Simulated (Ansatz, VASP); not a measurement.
# Two plane-wave programs on Te

```
Te
1.0
     4.61808    0.00000    0.00000
    -2.30904    3.99938    0.00000
     0.00000    0.00000    5.90537
Te
3
Direct
  0.25368 0.00000 0.33333
  0.00000 0.25368 0.66667
  0.74632 0.74632 0.00000
```

Alike in both runs: task single point; functional r2SCAN; k mesh 12 × 12 × 6; occupations gaussian, width 0.02 eV; no spin polarisation.

```csv
,VASP,Ansatz
version,VASP 6.6.1,Ansatz 0.2.0
potentials or method,"VASP PAW PBE potentials, release 64 (Te), cutoff 520 eV","scalar-relativistic, plane waves, PAW"
valence electrons in the cell,18,48
```

Ansatz gave:

| Property | Result |
| --- | --- |
| gap on the k mesh at the Fermi level (eV) | 0.58 |
| least direct gap on the mesh (eV) | 0.59 |

Task: Estimate VASP's values.

Result: gap on the k mesh at the Fermi level (eV): 0.55; least direct gap on the mesh (eV): 0.56.

VASP's potentials were made for PBE, not for r2SCAN. VASP's potentials hold 18 valence electrons a cell and Ansatz's 48, so a difference there can come from the potentials and not from the codes.

Neither program's run includes spin-orbit coupling.
